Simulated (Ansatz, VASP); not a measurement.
Sb in VASP and in Ansatz

File INCAR:

```
  PREC = Accurate
  ENCUT = 400
  EDIFF = 1E-8
  ISMEAR = -1
  SIGMA = 0.05
  LREAL = False
  LASPH = True
  NELM = 120
  ALGO = Normal
  ISIF = 2
  LWAVE = False
  LCHARG = False
  GGA = PE
  LEFG = True
  NBANDS = 8
  GGA_COMPAT = False
```

KPOINTS

```
regular mesh
0
Gamma
  12 12 12
```

File POSCAR:

```
Sb
1.0
    0.0000000000      2.3050000000      2.3280500000
    2.3050000000      0.0000000000      2.3280500000
    2.3050000000      2.3050000000      0.0000000000
Sb
1
Direct
    0.0000000000      0.0000000000      0.0000000000
```

Input for Ansatz:

```yaml
crystal:
  lattice:
    - [0.0, 2.305, 2.32805]
    - [2.305, 0.0, 2.32805]
    - [2.305, 2.305, 0.0]
  atoms:
    - { symbol: Sb, position: [0.0, 0.0, 0.0] }
kpoints:
  mp_grid: { grid: [12, 12, 12] }
scf:
  occupations: { method: fermi_dirac, width: 0.05 }
hamiltonian:
  xc: pbe
  pseudopotentials: { kind: all_electron, datasets: crystal }
output:
  forces: true
  stress: true
  eigenvalues: true
  efg: { contact_densities: true }
```

Change from the starting cell: zz strain of +1 %, crystal datasets.

Alike in both runs: task electric field gradients; functional PBE; k mesh 12 × 12 × 12; occupations fermi-dirac, width 0.05 eV; no spin polarisation.

|  | VASP | Ansatz |
| --- | --- | --- |
| version | VASP 6.6.1 | Ansatz 0.2.0 |
| potentials or method | VASP PAW PBE potentials, release 64 (Sb), cutoff 400 eV | all-electron PAW with datasets made for the crystal, scalar-relativistic |

VASP gave:

```
pressure (GPa)                                                : 7.7
traceless stress, the component that is largest in VASP (GPa) : 0.13
size of Vzz on the site where it differs most (V/Å²)          : 2.7
```

Question: What did Ansatz give for the same quantities?

Answer: Pressure (GPa): 7.8; traceless stress, the component that is largest in VASP (GPa): 0.14; size of Vzz on the site where it differs most (V/Å²): 2.9.

Ansatz ran all-electron here, and VASP with PAW potentials.

Neither program's run includes spin-orbit coupling.
